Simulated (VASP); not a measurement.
Write the native input for VASP 6.6.1 that does the following.

* Task: single point
* Functional: PBE
* Potentials or basis: VASP PAW PBE potentials, release 64 (P)
* Cutoff: 520 eV
* k mesh: 22 × 22 × 24
* Occupations: gaussian, width 0.1 eV
* Spin: no spin polarisation
* Dipole correction: no
* Further INCAR settings: ALGO = Normal; EDIFF = 1e-06; NBANDS = 8

The structure of P lies in POSCAR:

```
P
1.0
    2.5339370722      0.0000000000      0.0000000000
    0.0000000000      2.5339370722      0.0000000000
    0.0000000000      0.0000000000      2.5032501345
P
1
Direct
    0.0000000000      0.0000000000      0.5000000000
```

This isn't the form of P at room conditions, which is orthorhombic.

These files were run (other wordings do the same):

INCAR

```
PREC     = Accurate       # precision mode
ENCUT    = 520            # plane-wave cutoff, eV
EDIFF    = 1E-6           # SCF threshold, eV
ISMEAR   = 0              # smearing method
SIGMA    = 0.1            # smearing width, eV
LREAL    = F              # projectors in reciprocal space
LASPH    = T              # aspherical terms in the spheres
NELM     = 100            # most SCF steps
ALGO     = Normal         # electronic algorithm
ISIF     = 2              # what is computed and relaxed
LWAVE    = F              # write WAVECAR
LCHARG   = F              # write CHGCAR
GGA      = PE             # functional
NBANDS   = 8              # bands
```

KPOINTS

```
Automatic mesh
0
Gamma
  22 22 24
```

Potentials or basis: VASP PAW PBE potentials, release 64 (P).

Launch:

```sh
$ cat potpaw_PBE.64/P/POTCAR > POTCAR
$ mpirun -np 1 vasp_std > vasp.out
```

Results of the run:

```json
{
  "Pressure": "-8.4 GPa",
  "Band gap on the k mesh": "zero (an odd number of electrons rules out a gap without spin polarisation)"
}
```

Caveat: the cell stands under tension; an odd number of electrons without spin polarisation forces a metal; a magnetic or distorted state may lie lower.

It took 41 s on 1 thread of AMD EPYC 9R45 96-Core Processor (Zen 5), with other jobs on the host, peak memory 0.18 GiB.
